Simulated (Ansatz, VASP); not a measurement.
Two plane-wave programs on SrAl2O2

```
CELL_PARAMETERS angstrom
3.50050 0.00000 0.00000
-1.75025 3.03152 0.00000
0.00000 0.00000 7.96426
ATOMIC_POSITIONS crystal
Sr 0.00000 0.00000 0.50000
Al 0.33333 0.66667 0.85397
Al 0.66667 0.33333 0.14603
O 0.33333 0.66667 0.09692
O 0.66667 0.33333 0.90308
```

Alike in both runs: functional PBE; k mesh 6 × 6 × 4; occupations gaussian, width 0.1 eV; no spin polarisation.

Ansatz relaxed the structure, and its values are those at the end. VASP's run is a single point on that final structure, the one shown.

|  | VASP | Ansatz |
| --- | --- | --- |
| version | VASP 6.6.1 | Ansatz 0.2.0 |
| potentials or method | VASP PAW PBE potentials, release 64 (Sr_sv, Al, O), cutoff 520 eV | scalar-relativistic, plane waves, PAW |
| valence electrons in the cell | 28 | 28 |

Ansatz gave:

```
gap on the k mesh at the Fermi level (eV) : none
pressure (GPa)                            : 0.1
rms of the force components (eV/Å)        : 0.001
```

What did VASP give for the same quantities?

gap on the k mesh at the Fermi level (eV): none; pressure (GPa): 0.1; rms of the force components (eV/Å): 0.005.

A gap of «none» marks a metal or a gap that the smearing closes. The functional is the same, so the differences come from potentials, cutoffs and numerics.
